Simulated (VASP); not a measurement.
# Sb (I4/mmm) in VASP: relaxation of volume and atoms at fixed shape with PBEsol

Aim: the relaxation of volume and atoms at fixed shape of Sb with PBEsol.

Program: VASP 6.6.1. These are calculated values, not measurements. Logs are shortened: lines on timing, memory, paths and dates and some standing lists are left out, and cuts for length are marked.

## 1. The cell of the first run

It takes space group I4/mmm (No. 139, tetragonal). The conventional cell has a = 3.153 Å, b = 3.153 Å, c = 5.424 Å, α = 90.00°, β = 90.00°, γ = 90.00°. Within 4.1 Å of Sb (site symmetry 4/mmm) lie 12 Sb at 3.15 to 3.51 Å.

## 2. Relaxation of volume and atoms at fixed shape, PBEsol

INCAR

```
  PREC = Accurate
  ENCUT = 600
  EDIFF = 1E-6
  ISMEAR = 0
  SIGMA = 0.05
  LREAL = F
  LASPH = T
  NELM = 80
  ALGO = Normal
  ISIF = 8
  LWAVE = F
  LCHARG = F
  GGA = PS
  IBRION = 2
  NSW = 80
  EDIFFG = -0.03
```

KPOINTS

```
regular mesh
0
Gamma
  15 15 18
```

POSCAR

```
Sb
1.0
   -1.5765400000      1.5765400000      2.7119400000
    1.5765400000     -1.5765400000      2.7119400000
    1.5765400000      1.5765400000     -2.7119400000
Sb
1
Direct
    0.0000000000      0.0000000000      0.0000000000
```

Potentials or basis: VASP PAW PBE potentials, release 64 (Sb).

On the command line:

```bash
> cat potpaw_PBE.64/Sb/POTCAR > POTCAR
> mpirun -np 1 vasp_std > vasp.out
```

OUTCAR:

```text
PREC = Accurate
   ENCUT = 600
   EDIFF = 1E-6
   ISMEAR = 0
   LREAL = F
   LASPH = T
   NELM = 80
   ISIF = 8
   GGA = PS
   IBRION = 2
   NSW = 80
   EDIFFG = -0.03

 ion  position               nearest neighbor table
   1  0.000  0.000  0.000-

  LATTYP: Found a body centered tetragonal cell.
 ALAT       =     3.1530800000
 C/A-ratio  =     1.7201847083

  Lattice vectors:

 A1 = (  -1.5765400000,   1.5765400000,   2.7119400000)
 A2 = (   1.5765400000,  -1.5765400000,   2.7119400000)
 A3 = (   1.5765400000,   1.5765400000,  -2.7119400000)

Analysis of symmetry for initial positions (statically):
=====================================================================
 Subroutine PRICEL returns:
 Original cell was already a primitive cell.

 Routine SETGRP: Setting up the symmetry group for a
 body centered tetragonal supercell.

 Subroutine GETGRP returns: Found 16 space group operations
 (whereof 16 operations were pure point group operations)
 out of a pool of 16 trial point group operations.

The static configuration has the point symmetry D_4h.

Analysis of symmetry for dynamics (positions and initial velocities):
=====================================================================
 Subroutine PRICEL returns:
 Original cell was already a primitive cell.

 Routine SETGRP: Setting up the symmetry group for a
 body centered tetragonal supercell.

 Subroutine GETGRP returns: Found 16 space group operations
 (whereof 16 operations were pure point group operations)
 out of a pool of 16 trial point group operations.

The dynamic configuration has the point symmetry D_4h.

 Subroutine INISYM returns: Found 16 space group operations
 (whereof 16 operations are pure point group operations),
 and found     1 'primitive' translations

----------------------------------------------------------------------------------------

                                     Primitive cell

  volume of cell :      26.9619

  direct lattice vectors                    reciprocal lattice vectors
    -1.576540000  1.576540000  2.711940000     0.000000000  0.317150215  0.184369861
     1.576540000 -1.576540000  2.711940000     0.317150215  0.000000000  0.184369861
     1.576540000  1.576540000 -2.711940000     0.317150215  0.317150215  0.000000000

[... 112 lines left out ...]
   TEBEG  =    0.0;   TEEND  =   0.0 temperature during run
   PSTRESS=    0.0 pullay stress
   NELECT =       5.0000    total number of electrons
   NUPDOWN=      -1.0000    fix difference up-down
   EMIN   =  10.00;   EMAX   =-10.00  energy-range for DOS
   EFERMI =   0.00;   METHOD = LEGACY
   ISMEAR =     0;   SIGMA  =   0.05  broadening in eV -4-tet -1-fermi 0-gaus
   EFERMI_NEDOS =   21; number of points for ismear=-14 and -15
   IALGO  =     38    algorithm
   IMIX   =      4    mixing-type and parameters
     AMIX     =   0.40;   BMIX     =  1.00
     AMIX_MAG =   1.60;   BMIX_MAG =  1.00
  volume/ion in A,a.u.               =      26.96       181.95
  Fermi-wavevector in a.u.,A,eV,Ry     =   0.933573  1.764197 11.858267  0.871558
  Thomas-Fermi vector in A             =   2.060288
   LORBIT       =      0    0 simple, 1 ext, 2 COOP (PROOUT), +10 PAW based schemes
   GGA     = PS    functional components
   LHFCALC =     F    Hartree Fock is set to
   AEXX    =    0.0000 exact exchange contribution
   IVDW    =     0    specifies the selected vdW correction
   LEPSILON=     F    determine dielectric tensor
   LRPA    =     F    only Hartree local field effects (RPA)
 conjugate gradient relaxation of ions
 non-spin polarized calculation
 Gauss-broadening in eV      SIGMA  =   0.05
  energy-cutoff  :      600.00
  volume of cell :       26.96
 maximum number of plane-waves:       922
   NGX = 15   NGY = 15   NGZ = 15

--------------------------------------- Ionic step        1  -------------------------------------------

 number of electron       5.0000000 magnetization

 Free energy of the ion-electron system (eV)
  ---------------------------------------------------
  ext. energy  EPLUGINS =         0.00000000
  ---------------------------------------------------
  free energy    TOTEN  =        -4.31031175 eV

  energy without entropy =       -4.30942796  energy(sigma->0) =       -4.30986986

------------------------ aborting loop because EDIFF is reached ----------------------------------------

  FORCE on cell =-STRESS in cart. coord.  units (eV):
  Direction    XX          YY          ZZ          XY          YZ          ZX
  --------------------------------------------------------------------------------------
  -------------------------------------------------------------------------------------
  Total       -0.1963950     -0.1963950     -0.2162592      0.0000000      0.0000000     -0.0000000
  in kB      -11.6705395    -11.6705395    -12.8509456      0.0000000      0.0000000     -0.0000000
  external PRESSURE =     -12.0640082 kB  Pullay stress =       0.0000000 kB
[... 57 lines left out ...]
--------------------------------------- Ionic step        3  -------------------------------------------

 number of electron       5.0000000 magnetization

 Free energy of the ion-electron system (eV)
  ---------------------------------------------------
  ext. energy  EPLUGINS =         0.00000000
  ---------------------------------------------------
  free energy    TOTEN  =        -4.31224488 eV

  energy without entropy =       -4.31137186  energy(sigma->0) =       -4.31180837

 E-fermi :   8.6048     XC(G=0): -10.3989

 val. band max:        8.6011355993   @ k =   0.4000   0.2667   0.1667
 cond. band min:       8.6121177413   @ k =  -0.1333  -0.2667   0.1111
 fundamental gap:      0.0109821421
 Fermi energy:         8.6047875575

 k-point     1 :       0.0000    0.0000    0.0000
  band No.  band energies     occupation
      1      -4.4960      2.00000
      2      13.3925      0.00000
      3      14.1777      0.00000
      4      14.1777      0.00000
      5      18.0904      0.00000
      6      19.2719      0.00000
[... 199 lines left out ...]
 k-point    24 :       0.2000    0.1333   -0.0000
  band No.  band energies     occupation
      1      -3.0614      2.00000
      2       8.5697      1.67965
      3      10.3960      0.00000
      4      12.0878      0.00000
      5      16.9367      0.00000
      6      18.2801      0.00000

 [... further k-points ...]

------------------------ aborting loop because EDIFF is reached ----------------------------------------

  FORCE on cell =-STRESS in cart. coord.  units (eV):
  Direction    XX          YY          ZZ          XY          YZ          ZX
  --------------------------------------------------------------------------------------
  -------------------------------------------------------------------------------------
  Total        0.0271430      0.0271430     -0.0502866      0.0000000     -0.0000000      0.0000000
  in kB        1.6436627      1.6436627     -3.0451419      0.0000000     -0.0000000      0.0000000
  external PRESSURE =       0.0807279 kB  Pullay stress =       0.0000000 kB
[... 16 lines left out ...]
  FREE ENERGIE OF THE ION-ELECTRON SYSTEM (eV)
  ---------------------------------------------------
  free  energy   TOTEN  =        -4.3122448758 eV

  energy  without entropy=       -4.3113718613  energy(sigma->0) =       -4.31180837

 reached required accuracy - stopping structural energy minimisation
```

Wall time 5.8 min (1 thread of Intel Xeon 8259CL, shared host); peak memory 0.36 GiB.

Results:

```yaml
Free_energy: -4.3122 eV
Relaxed_volume: 26.46 Å³/atom
Relaxed_cell: a = 3.489 Å, b = 3.489 Å, c = 3.489 Å, α = 126.63°, β = 126.63°, γ = 78.85°
Space_group_after_relaxing_to_0.1_Å: I4/mmm (No. 139)
Energy_gained_by_relaxing: 1.9 meV/atom
Ionic_steps: 3
Pressure_after_relaxing: 0.0 GPa
Band_gap_on_the_k_mesh: zero (an odd number of electrons rules out a gap without spin polarisation)
```

The path:
```
step  energy change (eV)  largest force (eV/Å)  pressure (GPa)  volume (Å³)
   1              0.0000                0.0000           -1.21        26.96
   2             -0.0013                0.0000            0.73        26.18
   3             -0.0019                0.0000            0.01        26.46
```

Final structure:
```
Sb
1.0
    -1.56666    1.56666    2.69494
     1.56666   -1.56666    2.69494
     1.56666    1.56666   -2.69494
Sb
1
Direct
  0.00000 0.00000 0.00000
```

Levels at points of the mesh, in eV from the Fermi level:
| k point | band 1 | band 2 | band 3 | band 4 | band 5 | band 6 |
| --- | --- | --- | --- | --- | --- | --- |
| (0.00, 0.00, 0.00) | -13.10 | 4.79 | 5.57 | 5.57 | 9.49 | 10.67 |
| (0.00, 0.00, 0.50) | -6.61 | -4.48 | -1.02 | 0.60 | 3.45 | 4.36 |

Caveat: the PAW data sets were made with another functional, which shifts forces and pressure a little; spin-orbit coupling is left out, which moves the levels of the heavy elements; an odd number of electrons without spin polarisation forces a metal; a magnetic or distorted state may lie lower.
